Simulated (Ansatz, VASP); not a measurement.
**Two plane-wave programs on CdSe**

File INCAR:

```
  PREC = Accurate
  ENCUT = 500
  EDIFF = 1E-6
  ISMEAR = -1
  SIGMA = 0.02
  LREAL = F
  LASPH = T
  NELM = 120
  ALGO = Normal
  ISIF = 2
  LWAVE = F
  LCHARG = T
  GGA = PS
  LELF = T
  LVHAR = T
  NBANDS = 16
  GGA_COMPAT = F
```

File KPOINTS:

```
Automatic mesh
0
Gamma
  6 6 6
```

The input POSCAR:

```
CdSe
1.0
    3.5331017334      0.0000000000      0.0000000000
    0.0000000000      3.5331017334      0.0000000000
    0.0000000000      0.0000000000      3.5331017334
Cd Se
1 1
Direct
    0.0000000000      0.0000000000      0.0000000000
    0.5000000000      0.5000000000      0.5000000000
```

Input for Ansatz:

```yaml
crystal:
  lattice:
    - [3.5331017334, 0.0, 0.0]
    - [0.0, 3.5331017334, 0.0]
    - [0.0, 0.0, 3.5331017334]
  atoms:
    - { symbol: Cd, position: [0.0, 0.0, 0.0] }
    - { symbol: Se, position: [0.5, 0.5, 0.5] }
kpoints:
  mp_grid: { grid: [6, 6, 6] }
hamiltonian:
  xc: pbesol
scf:
  occupations: { method: fermi_dirac, width: 0.02 }
  n_extra_bands: 4
  mixing: { preconditioner: none }
output:
  forces: true
  stress: true
  eigenvalues: true
```

Alike in both runs: task single point; functional PBEsol; k mesh 6 × 6 × 6; occupations fermi-dirac, width 0.02 eV; no spin polarisation.

|  | VASP | Ansatz |
| --- | --- | --- |
| version | VASP 6.6.1 | Ansatz 0.2.0 |
| potentials or method | VASP PAW PBE potentials, release 64 (Cd, Se) | plane waves |
| plane-wave cutoff (eV) | 500 | 420 |
| valence electrons in the cell | 18 | 36 |

Ansatz gave:

- pressure (GPa): -2.8

Task: What did VASP give for the same quantities?

Result: Pressure (GPa): -2.5.

VASP's potentials were made for PBE, not for PBEsol. VASP's potentials hold 18 valence electrons a cell and Ansatz's 36, so a difference there can come from the potentials and not from the codes.
